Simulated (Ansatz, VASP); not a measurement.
One calculation of SiO2, two programs

The input INCAR:

```
SYSTEM = SiO2
PREC = Accurate
ENCUT = 520
EDIFF = 1E-7
ISMEAR = -1
SIGMA = 0.02
LREAL = .False.
LASPH = .True.
NELM = 80
ALGO = Normal
ISIF = 2
LWAVE = .False.
LCHARG = .False.
GGA = PE
IBRION = 2
NSW = 80
EDIFFG = -0.02
```

File KPOINTS:

```
Automatic mesh
0
Gamma
  7 7 11
  0 0 0
```

The input POSCAR:

```
SiO2
1.0
    4.1942948439      0.0000000000      0.0000000000
    0.0000000000      4.1942948439      0.0000000000
    0.0000000000      0.0000000000      2.6821462096
Si O
2 4
Direct
    0.0000000000      0.0000000000      0.0000000000
    0.5000000000      0.5000000000      0.5000000000
    0.3052551835      0.3052551835      0.0000000000
    0.1947448165      0.8052551835      0.5000000000
    0.6947448165      0.6947448165      0.0000000000
    0.8052551835      0.1947448165      0.5000000000
```

Input for Ansatz:

```yaml
crystal:
  lattice:
    - [4.1942948439, 0.0, 0.0]
    - [0.0, 4.1942948439, 0.0]
    - [0.0, 0.0, 2.6821462096]
  atoms:
    - { symbol: Si, position: [0.0, 0.0, 0.0] }
    - { symbol: Si, position: [0.5, 0.5, 0.5] }
    - { symbol: O, position: [0.3052551835, 0.3052551835, 0.0] }
    - { symbol: O, position: [0.1947448165, 0.8052551835, 0.5] }
    - { symbol: O, position: [0.6947448165, 0.6947448165, 0.0] }
    - { symbol: O, position: [0.8052551835, 0.1947448165, 0.5] }
kpoints:
  mp_grid: { grid: [7, 7, 11] }
scf:
  occupations: { method: fermi_dirac, width: 0.02 }
hamiltonian:
  xc: pbe
  pseudopotentials: { kind: paw }
output:
  forces: true
  stress: true
  populations: true
  efg: { quadrupole_moments_barn: { O: -0.02558 }, contact_densities: true }
relax:
  f_tol: 0.02
  max_steps: 60
```

Change from the starting cell: volume scaled by 1.02, ions relaxed.

Alike in both runs: task relaxation of the atoms; functional PBE; k mesh 7 × 7 × 11; occupations fermi-dirac, width 0.02 eV; no spin polarisation.

|  | VASP | Ansatz |
| --- | --- | --- |
| version | VASP 6.6.1 | Ansatz 0.2.0 |
| potentials or method | VASP PAW PBE potentials, release 64 (Si, O) | plane-wave PAW, scalar-relativistic |
| plane-wave cutoff (eV) | 520 | 420 |
| valence electrons in the cell | 32 | 32 |

|  | VASP | Ansatz | Ansatz less VASP |
| --- | --- | --- | --- |
| gap on the k mesh at the Fermi level, each at its own relaxed structure (eV) | 5.35 | 5.37 | +0.017 |

Ansatz's warnings: stress scf threshold loose.
